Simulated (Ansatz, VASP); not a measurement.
## NaF in VASP and in Ansatz

Contents of POSCAR:

```
NaF
1.0
    0.0000000000      2.2971680800      2.2856822396
    2.2971680800      0.0000000000      2.2856822396
    2.2971680800      2.2971680800      0.0000000000
Na F
1 1
Direct
    0.0000000000      0.0000000000      0.0000000000
    0.5000000000      0.5000000000      0.5000000000
```

Contents of INCAR.step1:

```
  PREC = Accurate
  ENCUT = 520
  EDIFF = 1E-5
  ISMEAR = 0
  SIGMA = 0.01
  LREAL = False
  LASPH = True
  NELM = 60
  ALGO = Normal
  ISIF = 2
  LWAVE = True
  LCHARG = False
  GGA = PE
  NBANDS = 14
```

The input INCAR.step2:

```
  PREC = Accurate
  ENCUT = 520
  EDIFF = 1E-6
  ISMEAR = 0
  SIGMA = 0.01
  LREAL = False
  LASPH = True
  NELM = 60
  ALGO = Normal
  ISIF = 2
  LWAVE = False
  LCHARG = False
  GGA = PE
  LHFCALC = True
  HFSCREEN = 0.2079
  PRECFOCK = Normal
  ISTART = 1
  NBANDS = 14
```

Contents of KPOINTS:

```
regular mesh
0
Gamma
  6 6 6
```

Input for Ansatz:

```yaml
crystal:
  lattice:
    - [0.0, 2.29716808, 2.2856822396]
    - [2.29716808, 0.0, 2.2856822396]
    - [2.29716808, 2.29716808, 0.0]
  atoms:
    - { symbol: Na, position: [0.0, 0.0, 0.0] }
    - { symbol: F, position: [0.5, 0.5, 0.5] }
kpoints:
  mp_grid: { grid: [6, 6, 6] }
  band_path:
    path:
      - [0.0, 0.0, 0.0]
      - [0.5, 0.0, 0.5]
      - [0.625, 0.25, 0.625]
      - [0.375, 0.375, 0.75]
      - [0.5, 0.5, 0.5]
      - [0.5, 0.25, 0.75]
    npoints: 1
hamiltonian:
  xc: hse06
scf:
  occupations: { method: fixed }
  n_extra_bands: 4
output:
  forces: true
  stress: true
  eigenvalues: true
```

Change from the starting cell: uniaxial_z strain -0.5%.

Alike in both runs: task single point; functional HSE06; k mesh 6 × 6 × 6; no spin polarisation.

```csv
,VASP,Ansatz
version,VASP 6.6.1,Ansatz 0.2.0
potentials or method,"VASP PAW PBE potentials, release 64 (Na_pv, F)","plane waves, PAW"
plane-wave cutoff (eV),520,420
occupations,"gaussian, width 0.01 eV",fixed
valence electrons in the cell,14,16
```

|  | VASP | Ansatz | Ansatz less VASP |
| --- | --- | --- | --- |
| gap on the k mesh at the Fermi level (eV) | 8.63 | 8.67 | +0.031 |
| pressure (GPa) | 1.9 | 1.8 | -0.14 |
| traceless stress, the component that is largest in VASP (GPa) | 0.33 | 0.32 | -0.014 |

VASP's potentials hold 14 valence electrons a cell and Ansatz's 16, so a difference there can come from the potentials and not from the codes. Ansatz's warnings: stress exchange threshold loose, stress scf threshold loose.
